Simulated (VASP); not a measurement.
# CsH6 (P-31m) in VASP: relaxation of cell and atoms with PBE

Aim: the relaxation of cell and atoms of CsH6 with PBE.

Everything below comes from runs of VASP 6.6.1. Logs are shortened: lines on timing, memory, paths and dates and some standing lists are left out, and cuts for length are marked.

## 1. The cell of the first run

The structure is trigonal, space group P-31m (No. 162). Conventional cell: a = 4.961 Å, b = 4.961 Å, c = 4.553 Å, α = 90.00°, β = 90.00°, γ = 120.00°. Cs (site symmetry -3m) has 6 H at 1.84 Å within 2.4 Å. Within 2.4 Å of H (site symmetry m) lie 1 Cs at 1.84 Å.

The cell was built from a structure type or drawn by symmetry, and may not be a known phase.

## 2. Relaxation of cell and atoms, PBE

Contents of INCAR:

```
PREC     = Accurate       # precision mode
ENCUT    = 910            # plane-wave cutoff, eV
EDIFF    = 1E-7           # SCF threshold, eV
ISMEAR   = 0              # smearing method
SIGMA    = 0.1            # smearing width, eV
LREAL    = False          # projectors in reciprocal space
LASPH    = True           # aspherical terms in the spheres
NELM     = 120            # most SCF steps
ALGO     = Normal         # electronic algorithm
ISIF     = 3              # what is computed and relaxed
LWAVE    = False          # write WAVECAR
LCHARG   = False          # write CHGCAR
GGA      = PE             # functional
IBRION   = 2              # ionic algorithm
NSW      = 90             # ionic steps
EDIFFG   = -0.04          # ionic threshold
GGA_COMPAT= False        
NELMIN   = 4
```

Contents of KPOINTS:

```
Automatic mesh
0
Gamma
  6 6 4
```

Contents of POSCAR:

```
CsH6
1.0
    4.9608727600      0.0000000000      0.0000000000
   -2.4804363800      4.2962418400      0.0000000000
    0.0000000000      0.0000000000      4.5530108900
Cs H
1 6
Direct
    0.0000000000      0.0000000000      0.5000000000
    0.3036071400      0.3036071400      0.2662879800
    0.0000000000      0.6963928600      0.2662879800
    0.6963928600      0.0000000000      0.2662879800
    0.0000000000      0.3036071400      0.7337120200
    0.3036071400      0.0000000000      0.7337120200
    0.6963928600      0.6963928600      0.7337120200
```

Potentials or basis: VASP PAW PBE potentials, release 64 (Cs_sv, H_h).

Run with:

```console
cat potpaw_PBE.64/Cs_sv/POTCAR potpaw_PBE.64/H_h/POTCAR > POTCAR
mpirun -np 1 vasp_std > vasp.out
```

OUTCAR:

```text
PREC = Accurate
   ENCUT = 910
   EDIFF = 1E-7
   ISMEAR = 0
   LREAL = False
   LASPH = True
   NELM = 120
   ISIF = 3
   GGA = PE
   IBRION = 2
   NSW = 90
   EDIFFG = -0.04
   NELMIN = 4

 ion  position               nearest neighbor table
   1  0.000  0.000  0.500-   4 1.84   6 1.84   2 1.84   5 1.84   3 1.84   7 1.84
   2  0.304  0.304  0.266-   1 1.84
   3  0.000  0.696  0.266-   1 1.84
   4  0.696  0.000  0.266-   1 1.84
   5  0.000  0.304  0.734-   1 1.84
   6  0.304  0.000  0.734-   1 1.84
   7  0.696  0.696  0.734-   1 1.84

  LATTYP: Found a hexagonal cell.
 ALAT       =     4.9608727600
 C/A-ratio  =     0.9177842509

  Lattice vectors:

 A1 = (   4.9608727600,   0.0000000000,   0.0000000000)
 A2 = (  -2.4804363800,   4.2962418400,   0.0000000000)
 A3 = (   0.0000000000,   0.0000000000,   4.5530108900)

Analysis of symmetry for initial positions (statically):
=====================================================================
 Subroutine PRICEL returns:
 Original cell was already a primitive cell.

 Routine SETGRP: Setting up the symmetry group for a
 hexagonal supercell.

 Subroutine GETGRP returns: Found 12 space group operations
 (whereof 12 operations were pure point group operations)
 out of a pool of 24 trial point group operations.

The static configuration has the point symmetry D_3d.

Analysis of symmetry for dynamics (positions and initial velocities):
=====================================================================
 Subroutine PRICEL returns:
 Original cell was already a primitive cell.

 Routine SETGRP: Setting up the symmetry group for a
 hexagonal supercell.

 Subroutine GETGRP returns: Found 12 space group operations
 (whereof 12 operations were pure point group operations)
 out of a pool of 24 trial point group operations.

The dynamic configuration has the point symmetry D_3d.

 Subroutine INISYM returns: Found 12 space group operations
 (whereof 12 operations are pure point group operations),
 and found     1 'primitive' translations

----------------------------------------------------------------------------------------

                                     Primitive cell

  volume of cell :      97.0388

  direct lattice vectors                    reciprocal lattice vectors
     4.960872760  0.000000000  0.000000000     0.201577434  0.116380785  0.000000000
    -2.480436380  4.296241840  0.000000000     0.000000000  0.232761571  0.000000000
     0.000000000  0.000000000  4.553010890     0.000000000  0.000000000  0.219634880

  length of vectors
     4.960872760  4.960872764  4.553010890     0.232761571  0.232761571  0.219634880

  position of ions in fractional coordinates (direct lattice)
     0.000000000  0.000000000  0.500000000
     0.303607140  0.303607140  0.266287980
     0.000000000  0.696392860  0.266287980
     0.696392860  0.000000000  0.266287980
     0.000000000  0.303607140  0.733712020
     0.303607140  0.000000000  0.733712020
     0.696392860  0.696392860  0.733712020

  ion indices of the primitive-cell ions
   primitive index   ion index
                 1           1
                 2           2
                 3           3
                 4           4
                 5           5
                 6           6
                 7           7

----------------------------------------------------------------------------------------

 KPOINTS: Automatic mesh

Automatic generation of k-mesh.
 Grid dimensions read from file:
 generate k-points for:    6    6    4

 Generating k-lattice:

  Cartesian coordinates                     Fractional coordinates (reciprocal lattice)
     0.033596239  0.019396798  0.000000000     0.166666667  0.000000000  0.000000000
     0.000000000  0.038793595  0.000000000     0.000000000  0.166666667  0.000000000
     0.000000000  0.000000000  0.054908720     0.000000000  0.000000000  0.250000000

  Length of vectors
     0.038793595  0.038793595  0.054908720

  Shift w.r.t. Gamma in fractional coordinates (k-lattice)
     0.000000000  0.000000000  0.000000000

 Subroutine IBZKPT returns following result:
 ===========================================

 Found     24 irreducible k-points:

 Following reciprocal coordinates:
            Coordinates               Weight
  0.000000  0.000000  0.000000      1.000000
  0.166667  0.000000  0.000000      6.000000
  0.333333  0.000000  0.000000      6.000000
  0.500000  0.000000  0.000000      3.000000
  0.166667  0.166667  0.000000      6.000000
  0.333333  0.166667  0.000000     12.000000
[... 16 lines left out ...]
  0.333333  0.166667  0.500000     12.000000
  0.333333  0.333333  0.500000      2.000000
   k-points           NKPTS =     24   k-points in BZ     NKDIM =     24   number of bands    NBANDS=     11
   number of dos      NEDOS =    301   number of ions     NIONS =      7
   total plane-waves  NPLWV = 120000
   dimension x,y,z NGX =    50 NGY =   50 NGZ =   48
   dimension x,y,z NGXF=   100 NGYF=  100 NGZF=   96
   ions per type =               1   6
   NGX,Y,Z   is equivalent  to a cutoff of  16.76, 16.76, 17.53 a.u.
   NGXF,Y,Z  is equivalent  to a cutoff of  33.51, 33.51, 35.05 a.u.
 SYSTEM =  unknown system
   PREC   = accura    normal or accurate (medium, high low for compatibility)
   ISTART =      0    job   : 0-new  1-cont  2-samecut
   ICHARG =      2    charge: 1-file 2-atom 10-const
   ISPIN  =      1    spin polarized calculation?
   LNONCOLLINEAR =      F non collinear calculations
   LSORBIT =      F    spin-orbit coupling
   LASPH  =      T    aspherical Exc in radial PAW
   ENCUT  =  910.0 eV  66.88 Ry    8.18 a.u.  12.20 12.20 11.20*2*pi/ulx,y,z
   NELM   =    120;   NELMIN=  4; NELMDL= -5     # of ELM steps
   EDIFF  = 0.1E-06   stopping-criterion for ELM
   LREAL  =      F    real-space projection
   EDIFFG = -.4E-01   stopping-criterion for IOM
   NSW    =     90    number of steps for IOM
   IBRION =      2    ionic relax: 0-MD 1-quasi-New 2-CG
   NFREE  =      1    steps in history (QN), initial steepest desc. (CG)
   ISIF   =      3    stress and relaxation
   ISYM   =      2    0-nonsym 1-usesym 2-fastsym
   POTIM  = 0.5000    time-step for ionic-motion
   TEBEG  =    0.0;   TEEND  =   0.0 temperature during run
   PSTRESS=    0.0 pullay stress
   NELECT =      15.0000    total number of electrons
   NUPDOWN=      -1.0000    fix difference up-down
   EMIN   =  10.00;   EMAX   =-10.00  energy-range for DOS
   EFERMI =   0.00;   METHOD = LEGACY
   ISMEAR =     0;   SIGMA  =   0.10  broadening in eV -4-tet -1-fermi 0-gaus
   EFERMI_NEDOS =   21; number of points for ismear=-14 and -15
   IALGO  =     38    algorithm
   IMIX   =      4    mixing-type and parameters
     AMIX     =   0.40;   BMIX     =  1.00
     AMIX_MAG =   1.60;   BMIX_MAG =  1.00
  volume/ion in A,a.u.               =      13.86        93.55
  Fermi-wavevector in a.u.,A,eV,Ry     =   0.878598  1.660309 10.502800  0.771934
  Thomas-Fermi vector in A             =   1.998706
   LORBIT       =      0    0 simple, 1 ext, 2 COOP (PROOUT), +10 PAW based schemes
   GGA     = PE    functional components
   LHFCALC =     F    Hartree Fock is set to
   AEXX    =    0.0000 exact exchange contribution
   IVDW    =     0    specifies the selected vdW correction
   LEPSILON=     F    determine dielectric tensor
   LRPA    =     F    only Hartree local field effects (RPA)
 conjugate gradient relaxation of ions
 non-spin polarized calculation
 Gauss-broadening in eV      SIGMA  =   0.10
  energy-cutoff  :      910.00
  volume of cell :       97.04
 maximum number of plane-waves:      6082
 NGX is ok and might be reduce to    50
   NGX = 25   NGY = 25   NGZ = 23

--------------------------------------- Ionic step        1  -------------------------------------------

 number of electron      15.0000000 magnetization

 Free energy of the ion-electron system (eV)
  ---------------------------------------------------
  ext. energy  EPLUGINS =         0.00000000
  ---------------------------------------------------
  free energy    TOTEN  =        -7.60114490 eV

  energy without entropy =       -7.59368662  energy(sigma->0) =       -7.59741576

------------------------ aborting loop because EDIFF is reached ----------------------------------------

  FORCE on cell =-STRESS in cart. coord.  units (eV):
  Direction    XX          YY          ZZ          XY          YZ          ZX
  --------------------------------------------------------------------------------------
  -------------------------------------------------------------------------------------
  Total        4.9826284      4.9826284      4.9623845      0.0000000     -0.0000000     -0.0000000
  in kB       82.2666065     82.2666067     81.9323656      0.0000000     -0.0000000     -0.0000000
  external PRESSURE =      82.1551929 kB  Pullay stress =       0.0000000 kB
[... 104 lines left out ...]
  FREE ENERGIE OF THE ION-ELECTRON SYSTEM (eV)
  ---------------------------------------------------
  free  energy   TOTEN  =        -8.6690728796 eV

  energy  without entropy=       -8.6599723711  energy(sigma->0) =       -8.66452263

 E-fermi :  -0.7843     XC(G=0):  -7.8206

 val. band max:       -0.8737730565   @ k =   0.0000   0.0000   0.2500
 cond. band min:      -0.7836536056   @ k =   0.3333   0.1667   0.5000
 fundamental gap:      0.0901194509
 Fermi energy:        -0.7842532002

 k-point     1 :       0.0000    0.0000    0.0000
  band No.  band energies     occupation
      1     -22.4881      2.00000
      2      -9.6813      2.00000
      3      -9.6813      2.00000
      4      -9.6781      2.00000
      5      -5.1896      2.00000
      6      -2.5450      2.00000
      7      -2.5450      2.00000
      8       0.2805      0.00000
      9       0.8525      0.00000
     10       0.8525      0.00000
     11       2.2828      0.00000
[... 309 lines left out ...]
 k-point    24 :       0.3333    0.3333    0.5000
  band No.  band energies     occupation
      1     -22.4171      2.00000
      2     -10.1513      2.00000
      3      -9.9260      2.00000
      4      -9.9260      2.00000
      5      -3.9103      2.00000
      6      -3.9103      2.00000
      7      -0.5876      0.00543
      8      -0.2129      0.00000
      9      -0.2129      0.00000
     10      -0.1108      0.00000
     11       4.8499      0.00000

 E-fermi :   5.7640     XC(G=0): -10.0783

 val. band max:        5.6325919807   @ k =   0.0000   0.0000   0.5000
 cond. band min:       5.7708572074   @ k =   0.1667   0.0000   0.0000
 fundamental gap:      0.1382652266
 Fermi energy:         5.7640226699

 k-point     1 :       0.0000    0.0000    0.0000
  band No.  band energies     occupation
      1     -18.9448      2.00000
      2      -7.2590      2.00000
      3      -5.2420      2.00000
      4      -5.2420      2.00000
      5      -4.0423      2.00000
      6      -3.4328      2.00000
      7      -3.4328      2.00000
      8       5.4397      2.00000
      9       7.7077      0.00000
     10      10.0458      0.00000
     11      12.0515      0.00000
[... 309 lines left out ...]
 k-point    24 :       0.3333    0.3333    0.5000
  band No.  band energies     occupation
      1     -17.9973      2.00000
      2      -7.8048      2.00000
      3      -6.0701      2.00000
      4      -6.0701      2.00000
      5      -5.6253      2.00000
      6      -5.6253      2.00000
      7      -1.7619      2.00000
      8       6.7758      0.00000
      9       6.7758      0.00000
     10       9.3796      0.00000
     11      10.2648      0.00000

 E-fermi :   4.8642     XC(G=0):  -9.5249

 val. band max:        4.8509147605   @ k =  -0.1667   0.3333   0.2500
 cond. band min:       4.9382749036   @ k =   0.1667   0.1667   0.5000
 fundamental gap:      0.0873601431
 Fermi energy:         4.8641837014

 k-point     1 :       0.0000    0.0000    0.0000
  band No.  band energies     occupation
      1     -19.5219      2.00000
      2      -7.4655      2.00000
      3      -6.0242      2.00000
      4      -6.0242      2.00000
      5      -5.1675      2.00000
      6      -3.7929      2.00000
      7      -3.7929      2.00000
      8       4.8181      1.48527
      9       6.9749      0.00000
     10       8.3518      0.00000
     11      10.5275      0.00000
[... 309 lines left out ...]
 k-point    24 :       0.3333    0.3333    0.5000
  band No.  band energies     occupation
      1     -18.9175      2.00000
      2      -8.0508      2.00000
      3      -6.3459      2.00000
      4      -6.3459      2.00000
      5      -6.0676      2.00000
      6      -6.0676      2.00000
      7      -2.5024      2.00000
      8       5.5430      0.00000
      9       5.5430      0.00000
     10       7.9192      0.00000
     11       9.1684      0.00000

[... ionic steps 4 to 45 ...]

--------------------------------------- Ionic step       46  -------------------------------------------

 number of electron      14.9999999 magnetization

------------------------ aborting loop because EDIFF is reached ----------------------------------------
[... 77 lines left out ...]
--------------------------------------- Ionic step       48  -------------------------------------------

 number of electron      14.9999998 magnetization

 Free energy of the ion-electron system (eV)
  ---------------------------------------------------
  ext. energy  EPLUGINS =         0.00000000
  ---------------------------------------------------
  free energy    TOTEN  =       -20.95931013 eV

  energy without entropy =      -20.95599904  energy(sigma->0) =      -20.95765458

 E-fermi :   0.8225     XC(G=0):  -6.0036

 val. band max:        0.7669924488   @ k =   0.5000   0.0000   0.5000
 cond. band min:       0.9417099241   @ k =   0.1667   0.0000   0.0000
 fundamental gap:      0.1747174753
 Fermi energy:         0.8224722558

 k-point     1 :       0.0000    0.0000    0.0000
  band No.  band energies     occupation
      1     -23.3454      2.00000
      2     -10.2034      2.00000
      3     -10.0738      2.00000
      4     -10.0738      2.00000
      5      -8.6741      2.00000
      6      -6.8791      2.00000
      7      -6.8791      2.00000
      8       0.6811      1.95450
      9       1.6556      0.00000
     10       2.9295      0.00000
     11       3.8095      0.00000
[... 354 lines left out ...]
  FREE ENERGIE OF THE ION-ELECTRON SYSTEM (eV)
  ---------------------------------------------------
  free  energy   TOTEN  =       -20.9593101292 eV

  energy  without entropy=      -20.9559990369  energy(sigma->0) =      -20.95765458

 reached required accuracy - stopping structural energy minimisation
```

Run time: 18 min. Hardware: 1 thread of Intel Xeon 6975P-C (Granite Rapids), shared host; peak memory 0.45 GiB.

What came out:

```yaml
Free_energy: -20.9593 eV
Relaxed_volume: 20.78 Å³/atom
Relaxed_cell: a = 5.452 Å, b = 5.452 Å, c = 5.650 Å, α = 90.00°, β = 90.00°, γ = 120.00°
Space_group_after_relaxing_to_0.1_Å: P6/mmm (No. 191)
Pressure_after_relaxing: -0.1 GPa
Largest_force_after_relaxing: 0.036 eV/Å
Band_gap_on_the_k_mesh: zero (an odd number of electrons rules out a gap without spin polarisation)
```

Forces on the atoms (eV/Å):
```
Cs   0.000  0.000  0.000
H   -0.017 -0.030  0.010
H   -0.017  0.030  0.010
H    0.035  0.000  0.010
H    0.017 -0.030 -0.010
H   -0.035  0.000 -0.010
H    0.017  0.030 -0.010
```

Final structure:
```
Cs H
1.0
     5.45191    0.00000    0.00000
    -2.72596    4.72149    0.00000
     0.00000    0.00000    5.65037
Cs H
1 6
Direct
  0.00000 0.00000 0.50000
  0.50529 0.50529 0.06803
  0.00000 0.49471 0.06803
  0.49471 0.00000 0.06803
  0.00000 0.50529 0.93197
  0.50529 0.00000 0.93197
  0.49471 0.49471 0.93197
```

Caveat: the volume moved by over 15 % at a fixed basis, so the end points are rough; spin-orbit coupling is left out, which moves the levels of the heavy elements.
